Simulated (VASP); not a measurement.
Crystal: WS2 (Tungstenite).

```
W S
1.0
     1.55766    0.89932    6.08003
    -1.55766    0.89932    6.08003
     0.00000   -1.79863    6.08003
W S
1 2
Cartesian
  0.0000 0.0000 0.0000
  0.0000 0.0000 10.5975
  0.0000 0.0000 13.6856
```

Base run:

```yaml
Program: VASP 6.6.1
Functional: r2SCAN
Potentials_or_basis: VASP PAW PBE potentials, release 64 (W_sv, S)
Cutoff: 520 eV
k_mesh: 10 × 10 × 10
Occupations: fermi-dirac, width 0.05 eV
Spin: no spin polarisation
```

Its results: band gap on the k mesh 1.15 eV, indirect (least direct gap 2.50 eV); pressure 10.7 GPa; largest force 1.086 eV/Å.

The run is repeated on the same cell with these changes: functional from r2SCAN to LDA; potentials or basis from VASP PAW PBE potentials, release 64 (W_sv, S) to VASP PAW LDA potentials, release 64 (W_sv, S). What comes out?

Band gap on the k mesh 0.95 eV, indirect (least direct gap 2.34 eV); pressure 4.0 GPa; largest force 0.852 eV/Å.

Caveats: spin-orbit coupling is left out, which moves the levels of the heavy elements; the PAW data sets were made with another functional, which shifts forces and pressure a little (some runs).

A k mesh can miss the band edges.
